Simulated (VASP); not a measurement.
TiTe2, 3 atoms in the cell. It takes space group P-3m1 (No. 164, trigonal). Conventional cell: a = 3.700 Å, b = 3.700 Å, c = 6.433 Å, α = 90.00°, β = 90.00°, γ = 120.00°. Ti (site symmetry -3m) has 6 Te at 2.74 Å and 6 Ti at 3.70 Å within 3.7 Å. Te (site symmetry 3m) has 3 Ti at 2.74 Å and 9 Te at 3.68 to 3.70 Å within 3.7 Å. 

| Item | Value |
| --- | --- |
| Program | VASP 6.6.1 |
| Task | single point |
| Functional | PBEsol |
| Potentials or basis | VASP PAW PBE potentials, release 64 (Ti_sv, Te) |
| Cutoff | 520 eV |
| k mesh | 10 × 10 × 5 |
| Occupations | fermi-dirac, width 0.1 eV |
| Spin | no spin polarisation |
| Dipole correction | no |
| Further INCAR settings | ALGO = Normal; EDIFF = 1e-07; NBANDS = 19 |

Potentials or basis: VASP PAW PBE potentials, release 64 (Ti_sv, Te).

Launch:

```bash
$ cat potpaw_PBE.64/Ti_sv/POTCAR potpaw_PBE.64/Te/POTCAR > POTCAR
$ mpirun -np 1 vasp_std > vasp.out
```

Hardware: 1 thread of Intel Xeon 8259CL, on a shared host.

Task: Estimate the wall time of this run.

Result: Wall time 110 s on 1 thread of Intel Xeon 8259CL, on a shared host, peak memory 0.24 GiB. Counts: scf iterations 18, k points 58.
